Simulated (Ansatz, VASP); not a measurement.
**Na3BiH6: VASP beside Ansatz**

```
Na Bi H
1.0
    -4.14977    4.14977    4.14977
     4.14977   -4.14977    4.14977
     4.14977    4.14977   -4.14977
Na Bi H
3 1 6
Direct
  0.00000 0.50000 0.50000
  0.50000 0.00000 0.50000
  0.50000 0.50000 0.00000
  0.00000 0.00000 0.00000
  0.00000 0.25429 0.25429
  0.00000 0.74571 0.74571
  0.25429 0.00000 0.25429
  0.74571 0.00000 0.74571
  0.25429 0.25429 0.00000
  0.74571 0.74571 0.00000
```

Alike in both runs: functional PBE; k mesh 6 × 6 × 6; occupations gaussian, width 0.02 eV; no spin polarisation.

Ansatz relaxed the structure, and its values are those at the end. VASP's run is a single point on that final structure, the one shown.

|  | VASP | Ansatz |
| --- | --- | --- |
| version | VASP 6.6.1 | Ansatz 0.2.0 |
| potentials or method | VASP PAW PBE potentials, release 64 (Na_pv, Bi_d, H), cutoff 520 eV | scalar-relativistic, plane waves, PAW |
| valence electrons in the cell | 42 | 48 |

|  | VASP | Ansatz | Ansatz less VASP |
| --- | --- | --- | --- |
| gap on the k mesh at the Fermi level (eV) | 1.76 | 1.76 | 0.000 |
| least direct gap on the mesh (eV) | 1.81 | 1.81 | 0.000 |
| pressure (GPa) | -0.1 | 0.0 | +0.03 |

VASP's potentials hold 42 valence electrons a cell and Ansatz's 48, so a difference there can come from the potentials and not from the codes.

Neither program's run includes spin-orbit coupling.
